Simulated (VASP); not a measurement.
# AlN (F-43m) in VASP: notebook

Runs on AlN. Level: PBE. Tasks: single point.

Program: VASP 6.6.1. These are calculated values, not measurements. Logs are shortened: lines on timing, memory, paths and dates and some standing lists are left out, and cuts for length are marked.

## 1. The cell of the first run

Symmetry: F-43m, No. 216, cubic system. Conventional cell: a = 4.277 Å, b = 4.277 Å, c = 4.277 Å, α = 90.00°, β = 90.00°, γ = 90.00°. Within 2.5 Å of Al (site symmetry -43m) lie 4 N at 1.85 Å. N (site symmetry -43m) has 4 Al at 1.85 Å within 2.5 Å.

## 2. Single point, PBE

INCAR reads:

```
SYSTEM = AlN
  ALGO = Normal
  EDIFF = 1E-6
  ENCUT = 520
  GGA = PE
  ISIF = 2
  ISMEAR = 0
  LASPH = .True.
  LCHARG = .False.
  LREAL = .False.
  LWAVE = .False.
  NBANDS = 11
  NELM = 60
  PREC = Accurate
  SIGMA = 0.01
```

KPOINTS reads:

```
k-points
0
Gamma
  8 8 8
  0 0 0
```

POSCAR reads:

```
AlN
1.0
    0.0000000000      2.1382692966      2.1382692966
    2.1382692966      0.0000000000      2.1382692966
    2.1382692966      2.1382692966      0.0000000000
Al N
1 1
Direct
    0.0000000000      0.0000000000      0.0000000000
    0.7500000000      0.7500000000      0.7500000000
```

Potentials or basis: VASP PAW PBE potentials, release 64 (Al, N).

Started as:

```
cat potpaw_PBE.64/Al/POTCAR potpaw_PBE.64/N/POTCAR > POTCAR
mpirun -np 1 vasp_std > vasp.out
```

OUTCAR:

```text
SYSTEM = AlN
   EDIFF = 1E-6
   ENCUT = 520
   GGA = PE
   ISIF = 2
   ISMEAR = 0
   LASPH = .True.
   LREAL = .False.
   NELM = 60
   PREC = Accurate

 ion  position               nearest neighbor table
   1  0.000  0.000  0.000-   2 1.85   2 1.85   2 1.85   2 1.85
   2  0.750  0.750  0.750-   1 1.85   1 1.85   1 1.85   1 1.85

  LATTYP: Found a face centered cubic cell.
 ALAT       =     4.2765385932

  Lattice vectors:

 A1 = (   0.0000000000,   2.1382692966,   2.1382692966)
 A2 = (   2.1382692966,   0.0000000000,   2.1382692966)
 A3 = (   2.1382692966,   2.1382692966,   0.0000000000)

Analysis of symmetry for initial positions (statically):
=====================================================================
 Subroutine PRICEL returns:
 Original cell was already a primitive cell.

 Routine SETGRP: Setting up the symmetry group for a
 face centered cubic supercell.

 Subroutine GETGRP returns: Found 24 space group operations
 (whereof 24 operations were pure point group operations)
 out of a pool of 48 trial point group operations.

The static configuration has the point symmetry T_d .

Analysis of symmetry for dynamics (positions and initial velocities):
=====================================================================
 Subroutine PRICEL returns:
 Original cell was already a primitive cell.

 Routine SETGRP: Setting up the symmetry group for a
 face centered cubic supercell.

 Subroutine GETGRP returns: Found 24 space group operations
 (whereof 24 operations were pure point group operations)
 out of a pool of 48 trial point group operations.

The dynamic configuration has the point symmetry T_d .

 Subroutine INISYM returns: Found 24 space group operations
 (whereof 24 operations are pure point group operations),
 and found     1 'primitive' translations

----------------------------------------------------------------------------------------

                                     Primitive cell

  volume of cell :      19.5532

  direct lattice vectors                    reciprocal lattice vectors
     0.000000000  2.138269297  2.138269297    -0.233833971  0.233833971  0.233833971
     2.138269297  0.000000000  2.138269297     0.233833971 -0.233833971  0.233833971
     2.138269297  2.138269297  0.000000000     0.233833971  0.233833971 -0.233833971

  length of vectors
     3.023969439  3.023969439  3.023969439     0.405012318  0.405012318  0.405012318

  position of ions in fractional coordinates (direct lattice)
     0.000000000  0.000000000  0.000000000
     0.750000000  0.750000000  0.750000000

  ion indices of the primitive-cell ions
   primitive index   ion index
                 1           1
                 2           2

----------------------------------------------------------------------------------------

 KPOINTS: k-points

Automatic generation of k-mesh.
 Grid dimensions read from file:
 generate k-points for:    8    8    8

 Generating k-lattice:

  Cartesian coordinates                     Fractional coordinates (reciprocal lattice)
    -0.029229246  0.029229246  0.029229246     0.125000000  0.000000000  0.000000000
     0.029229246 -0.029229246  0.029229246     0.000000000  0.125000000  0.000000000
     0.029229246  0.029229246 -0.029229246     0.000000000  0.000000000  0.125000000

  Length of vectors
     0.050626540  0.050626540  0.050626540

  Shift w.r.t. Gamma in fractional coordinates (k-lattice)
     0.000000000  0.000000000  0.000000000

 Subroutine IBZKPT returns following result:
 ===========================================

 Found     29 irreducible k-points:

 Following reciprocal coordinates:
            Coordinates               Weight
  0.000000  0.000000  0.000000      1.000000
  0.125000  0.000000  0.000000      8.000000
  0.250000  0.000000  0.000000      8.000000
  0.375000  0.000000  0.000000      8.000000
  0.500000  0.000000  0.000000      4.000000
  0.125000  0.125000  0.000000      6.000000
[... 16 lines left out ...]
  0.500000  0.250000  0.125000     48.000000
 -0.375000  0.250000  0.125000     24.000000
 [... further k-points ...]
   k-points           NKPTS =     29   k-points in BZ     NKDIM =     29   number of bands    NBANDS=     11
   number of dos      NEDOS =    301   number of ions     NIONS =      2
   total plane-waves  NPLWV =  13824
   dimension x,y,z NGX =    24 NGY =   24 NGZ =   24
   dimension x,y,z NGXF=    48 NGYF=   48 NGZF=   48
   ions per type =               1   1
   NGX,Y,Z   is equivalent  to a cutoff of  13.19, 13.19, 13.19 a.u.
   NGXF,Y,Z  is equivalent  to a cutoff of  26.39, 26.39, 26.39 a.u.
 SYSTEM =  AlN
   PREC   = accura    normal or accurate (medium, high low for compatibility)
   ISTART =      0    job   : 0-new  1-cont  2-samecut
   ICHARG =      2    charge: 1-file 2-atom 10-const
   ISPIN  =      1    spin polarized calculation?
   LNONCOLLINEAR =      F non collinear calculations
   LSORBIT =      F    spin-orbit coupling
   LASPH  =      T    aspherical Exc in radial PAW
   ENCUT  =  520.0 eV  38.22 Ry    6.18 a.u.   5.62  5.62  5.62*2*pi/ulx,y,z
   NELM   =     60;   NELMIN=  2; NELMDL= -5     # of ELM steps
   EDIFF  = 0.1E-05   stopping-criterion for ELM
   LREAL  =      F    real-space projection
   EDIFFG = 0.1E-04   stopping-criterion for IOM
   NSW    =      0    number of steps for IOM
   IBRION =     -1    ionic relax: 0-MD 1-quasi-New 2-CG
   NFREE  =      0    steps in history (QN), initial steepest desc. (CG)
   ISIF   =      2    stress and relaxation
   ISYM   =      2    0-nonsym 1-usesym 2-fastsym
   POTIM  = 0.5000    time-step for ionic-motion
   TEBEG  =    0.0;   TEEND  =   0.0 temperature during run
   PSTRESS=    0.0 pullay stress
   NELECT =       8.0000    total number of electrons
   NUPDOWN=      -1.0000    fix difference up-down
   EMIN   =  10.00;   EMAX   =-10.00  energy-range for DOS
   EFERMI =   0.00;   METHOD = LEGACY
   ISMEAR =     0;   SIGMA  =   0.01  broadening in eV -4-tet -1-fermi 0-gaus
   EFERMI_NEDOS =   21; number of points for ismear=-14 and -15
   IALGO  =     38    algorithm
   IMIX   =      4    mixing-type and parameters
     AMIX     =   0.40;   BMIX     =  1.00
     AMIX_MAG =   1.60;   BMIX_MAG =  1.00
  volume/ion in A,a.u.               =       9.78        65.98
  Fermi-wavevector in a.u.,A,eV,Ry     =   1.215344  2.296666 20.096624  1.477060
  Thomas-Fermi vector in A             =   2.350734
   LORBIT       =      0    0 simple, 1 ext, 2 COOP (PROOUT), +10 PAW based schemes
   GGA     = PE    functional components
   LHFCALC =     F    Hartree Fock is set to
   AEXX    =    0.0000 exact exchange contribution
   IVDW    =     0    specifies the selected vdW correction
   LEPSILON=     F    determine dielectric tensor
   LRPA    =     F    only Hartree local field effects (RPA)
 non-spin polarized calculation
 Gauss-broadening in eV      SIGMA  =   0.01
  energy-cutoff  :      520.00
  volume of cell :       19.55
 maximum number of plane-waves:       544
 NGX is ok and might be reduce to    24
   NGX = 11   NGY = 11   NGZ = 11

 number of electron       7.9999998 magnetization

 Free energy of the ion-electron system (eV)
  ---------------------------------------------------
  ext. energy  EPLUGINS =         0.00000000
  ---------------------------------------------------
  free energy    TOTEN  =       -14.74512384 eV

  energy without entropy =      -14.74512384  energy(sigma->0) =      -14.74512384

 E-fermi :   6.6500     XC(G=0): -11.2137

 val. band max:        6.5850658936   @ k =   0.0000   0.0000   0.0000
 cond. band min:       9.9328162737   @ k =   0.5000   0.5000   0.0000
 fundamental gap:      3.3477503801
 Fermi energy:         6.6499506212

 k-point     1 :       0.0000    0.0000    0.0000
  band No.  band energies     occupation
      1      -8.7728      2.00000
      2       6.5851      2.00000
      3       6.5851      2.00000
      4       6.5851      2.00000
      5      11.3556      0.00000
      6      19.7876      0.00000
      7      19.7876      0.00000
      8      19.7876      0.00000
      9      24.7897      0.00000
     10      24.7897      0.00000
     11      26.3222      0.00000

 k-point     2 :       0.1250    0.0000    0.0000
  band No.  band energies     occupation
      1      -8.5281      2.00000
      2       5.3951      2.00000
      3       6.5057      2.00000
      4       6.5057      2.00000
      5      12.2783      0.00000
      6      19.2064      0.00000
      7      19.9654      0.00000
      8      19.9654      0.00000
      9      23.1937      0.00000
     10      23.1937      0.00000
     11      25.2434      0.00000

 k-point     3 :       0.2500    0.0000    0.0000
  band No.  band energies     occupation
      1      -7.8531      2.00000
      2       3.2289      2.00000
      3       6.3268      2.00000
      4       6.3268      2.00000
      5      13.5960      0.00000
      6      18.1434      0.00000
      7      19.4385      0.00000
      8      19.4385      0.00000
      9      23.4274      0.00000
     10      23.4274      0.00000
     11      24.5035      0.00000

 k-point     4 :       0.3750    0.0000    0.0000
  band No.  band energies     occupation
      1      -6.9884      2.00000
      2       1.2955      2.00000
      3       6.1635      2.00000
      4       6.1635      2.00000
      5      14.3319      0.00000
      6      17.2607      0.00000
      7      18.5000      0.00000
      8      18.5000      0.00000
      9      24.9231      0.00000
     10      25.6229      0.00000
     11      25.6229      0.00000
[... 239 lines left out ...]
 k-point    22 :       0.3750    0.2500    0.1250
  band No.  band energies     occupation
      1      -7.3079      2.00000
      2       2.9213      2.00000
      3       5.0502      2.00000
      4       5.9704      2.00000
      5      13.7594      0.00000
      6      17.6059      0.00000
      7      18.0673      0.00000
      8      20.4521      0.00000
      9      21.8866      0.00000
     10      26.4611      0.00000
     11      28.9957      0.00000

 k-point    23 :       0.5000    0.2500    0.1250
  band No.  band energies     occupation
      1      -6.5584      2.00000
      2       1.7813      2.00000
      3       4.4410      2.00000
      4       5.6271      2.00000
      5      13.8796      0.00000
      6      16.7746      0.00000
      7      18.7776      0.00000
      8      20.0248      0.00000
      9      23.3423      0.00000
     10      27.0942      0.00000
     11      29.2351      0.00000

 k-point    24 :      -0.3750    0.2500    0.1250
  band No.  band energies     occupation
      1      -6.1802      2.00000
      2       1.2122      2.00000
      3       4.2872      2.00000
      4       5.4298      2.00000
      5      13.8937      0.00000
      6      16.4086      0.00000
      7      19.3702      0.00000
      8      19.8839      0.00000
      9      24.6087      0.00000
     10      26.0897      0.00000
     11      29.5500      0.00000

 [... further k-points ...]

------------------------ aborting loop because EDIFF is reached ----------------------------------------

  FORCE on cell =-STRESS in cart. coord.  units (eV):
  Direction    XX          YY          ZZ          XY          YZ          ZX
  --------------------------------------------------------------------------------------
  -------------------------------------------------------------------------------------
  Total        2.4130886      2.4130886      2.4130886      0.0000000     -0.0000000      0.0000000
  in kB      197.7273113    197.7273113    197.7273113      0.0000000     -0.0000000      0.0000000
  external PRESSURE =     197.7273113 kB  Pullay stress =       0.0000000 kB

 VOLUME and BASIS-vectors are now :
 -----------------------------------------------------------------------------
  energy-cutoff  :      520.00
  volume of cell :       19.55
      direct lattice vectors                 reciprocal lattice vectors
     0.000000000  2.138269297  2.138269297    -0.233833971  0.233833971  0.233833971
     2.138269297  0.000000000  2.138269297     0.233833971 -0.233833971  0.233833971
     2.138269297  2.138269297  0.000000000     0.233833971  0.233833971 -0.233833971

 POSITION                                       TOTAL-FORCE (eV/Angst)
 -----------------------------------------------------------------------------------
      0.00000      0.00000      0.00000        -0.000000     -0.000000     -0.000000
      3.20740      3.20740      3.20740         0.000000      0.000000      0.000000
 -----------------------------------------------------------------------------------
    total drift:                               -0.000000     -0.000000     -0.000000

  FREE ENERGIE OF THE ION-ELECTRON SYSTEM (eV)
  ---------------------------------------------------
  free  energy   TOTEN  =       -14.7451238355 eV

  energy  without entropy=      -14.7451238355  energy(sigma->0) =      -14.74512384
```

Wall time 5.4 s (1 thread of Intel Xeon Platinum 8259CL at 2.50GHz (Skylake/Cascade Lake), shared host); peak memory 0.13 GiB.

Results:

```yaml
Free_energy: -14.7451 eV
Pressure: 19.8 GPa
Band_gap_on_the_k_mesh: 3.35 eV, indirect (least direct gap 4.77 eV)
```

Levels at points of the mesh, in eV from the valence-band top:
| k point | band 2 | band 3 | band 4 | band 5 | band 6 | band 7 |
| --- | --- | --- | --- | --- | --- | --- |
| (0.00, 0.00, 0.00) | 0.00 | 0.00 | 0.00 | 4.77 | 13.20 | 13.20 |
| (0.50, 0.00, 0.00) | -6.13 | -0.49 | -0.49 | 7.97 | 10.31 | 11.55 |
| (0.50, 0.50, 0.00) | -5.10 | -1.84 | -1.84 | 3.35 | 9.00 | 14.85 |

A k mesh can miss the band edges.

## 3. Single point, PBE

This run uses another cell than the first one, of 10.67 Å³/atom, 1.091 times its volume.

INCAR reads:

```
ALGO = Normal
EDIFF = 1E-7
ENCUT = 520
GGA = PE
ISIF = 2
ISMEAR = 0
LASPH = T
LCHARG = F
LREAL = F
LWAVE = F
NBANDS = 11
NELM = 60
PREC = Accurate
SIGMA = 0.01
```

KPOINTS reads:

```
k-points
0
Gamma
  8 8 8
```

POSCAR reads:

```
AlN
1.0
    0.0000000000      2.2015794267      2.2015794267
    2.2015794267      0.0000000000      2.2015794267
    2.2015794267      2.2015794267      0.0000000000
Al N
1 1
Direct
    0.0000000000      0.0000000000      0.0000000000
    0.7500000000      0.7500000000      0.7500000000
```

Potentials or basis: VASP PAW PBE potentials, release 64 (Al, N).

Started as:

```
cat potpaw_PBE.64/Al/POTCAR potpaw_PBE.64/N/POTCAR > POTCAR
mpirun -np 1 vasp_std > vasp.out
```

OUTCAR:

```text
EDIFF = 1E-7
   ENCUT = 520
   GGA = PE
   ISIF = 2
   ISMEAR = 0
   LASPH = T
   LREAL = F
   NELM = 60
   PREC = Accurate

 ion  position               nearest neighbor table
   1  0.000  0.000  0.000-   2 1.91   2 1.91   2 1.91   2 1.91
   2  0.750  0.750  0.750-   1 1.91   1 1.91   1 1.91   1 1.91

  LATTYP: Found a face centered cubic cell.
 ALAT       =     4.4031588534

  Lattice vectors:

 A1 = (   0.0000000000,   2.2015794267,   2.2015794267)
 A2 = (   2.2015794267,   0.0000000000,   2.2015794267)
 A3 = (   2.2015794267,   2.2015794267,   0.0000000000)

Analysis of symmetry for initial positions (statically):
=====================================================================
 Subroutine PRICEL returns:
 Original cell was already a primitive cell.

 Routine SETGRP: Setting up the symmetry group for a
 face centered cubic supercell.

 Subroutine GETGRP returns: Found 24 space group operations
 (whereof 24 operations were pure point group operations)
 out of a pool of 48 trial point group operations.

The static configuration has the point symmetry T_d .

Analysis of symmetry for dynamics (positions and initial velocities):
[... 172 lines left out ...]
      5       9.7297      0.00000
      6      18.0690      0.00000
      7      18.0690      0.00000
      8      18.0690      0.00000
      9      23.2418      0.00000
     10      23.2418      0.00000
     11      24.5974      0.00000
[... 309 lines left out ...]
 k-point    24 :      -0.3750    0.2500    0.1250
  band No.  band energies     occupation
      1      -6.8111      2.00000
      2       0.6908      2.00000
      3       3.5512      2.00000
      4       4.6441      2.00000
      5      12.7690      0.00000
      6      14.7849      0.00000
      7      17.6766      0.00000
      8      18.2214      0.00000
      9      22.6145      0.00000
     10      24.2488      0.00000
     11      27.4464      0.00000

 [... further k-points ...]

------------------------ aborting loop because EDIFF is reached ----------------------------------------

  FORCE on cell =-STRESS in cart. coord.  units (eV):
  Direction    XX          YY          ZZ          XY          YZ          ZX
  --------------------------------------------------------------------------------------
  -------------------------------------------------------------------------------------
  Total       -0.0356852     -0.0356852     -0.0356852      0.0000000      0.0000000      0.0000000
  in kB       -2.6789591     -2.6789591     -2.6789591      0.0000000      0.0000000      0.0000000
  external PRESSURE =      -2.6789591 kB  Pullay stress =       0.0000000 kB

 VOLUME and BASIS-vectors are now :
 -----------------------------------------------------------------------------
  energy-cutoff  :      520.00
  volume of cell :       21.34
      direct lattice vectors                 reciprocal lattice vectors
     0.000000000  2.201579427  2.201579427    -0.227109680  0.227109680  0.227109680
     2.201579427  0.000000000  2.201579427     0.227109680 -0.227109680  0.227109680
     2.201579427  2.201579427  0.000000000     0.227109680  0.227109680 -0.227109680

 POSITION                                       TOTAL-FORCE (eV/Angst)
 -----------------------------------------------------------------------------------
      0.00000      0.00000      0.00000         0.000000      0.000000      0.000000
      3.30237      3.30237      3.30237        -0.000000     -0.000000     -0.000000
 -----------------------------------------------------------------------------------
    total drift:                               -0.000000     -0.000000     -0.000000

  FREE ENERGIE OF THE ION-ELECTRON SYSTEM (eV)
  ---------------------------------------------------
  free  energy   TOTEN  =       -14.8473024185 eV

  energy  without entropy=      -14.8473024185  energy(sigma->0) =      -14.84730242
```

stdout:

```text
POSCAR found type information on POSCAR AlN
 POSCAR found :  2 types and       2 ions
 scaLAPACK will be used
 LDA part: xc-table for (Slater+PW92), standard interpolation
 POSCAR, INCAR and KPOINTS ok, starting setup
 FFT: planning ... GRIDC
 FFT: planning ... GRID_SOFT
 FFT: planning ... GRID
 WAVECAR not read
 entering main loop
```

Wall time 6.4 s (1 thread of Intel Xeon Platinum 8259CL at 2.50GHz (Skylake/Cascade Lake), shared host); peak memory 0.13 GiB.

What came out:

* Free energy: -14.8473 eV
* Pressure: -0.3 GPa
* Band gap on the k mesh: 3.31 eV, indirect (least direct gap 3.98 eV)
